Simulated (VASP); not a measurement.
Here is a VASP 6.6.1 calculation.

Contents of INCAR:

```
PREC = Accurate
ENCUT = 1300
EDIFF = 1E-7
ISMEAR = 0
SIGMA = 0.1
LREAL = False
LASPH = True
NELM = 120
ALGO = Normal
ISIF = 3
LWAVE = False
LCHARG = False
GGA = PE
IBRION = 2
NSW = 90
EDIFFG = -0.04
GGA_COMPAT = False
NELMIN = 4
```

Contents of KPOINTS:

```
regular mesh
0
Gamma
  6 6 4
```

The input POSCAR:

```
Si2C3
1.0
    3.8559995700      0.0000000000      0.0000000000
   -1.9279997900      3.3393935900      0.0000000000
    0.0000000000      0.0000000000      6.1513232700
Si C
2 3
Direct
    0.3333333300      0.6666666700      0.1648329900
    0.6666666700      0.3333333300      0.8351670100
    0.3333333300      0.6666666700      0.5802750000
    0.6666666700      0.3333333300      0.4197250000
    0.0000000000      0.0000000000      0.0000000000
```

Potentials or basis: VASP PAW PBE potentials, release 64 (Si, C_h).

Run with:

```bash
$ cat potpaw_PBE.64/Si/POTCAR potpaw_PBE.64/C_h/POTCAR > POTCAR
$ mpirun -np 1 vasp_std > vasp.out
```

Q: Predict the relaxed volume.

A: 11.64 Å³/atom.

Q: What does it give for the band gap on the k mesh?

A: Zero (bands 10 and 11 overlap by 1.29 eV).

Stress tensor (GPa, compression positive):
```
-0.27  0.00  0.00
 0.00 -0.27  0.00
 0.00  0.00 -0.45
```

Caveat: the volume moved by over 15 % at a fixed basis, so the end points are rough.
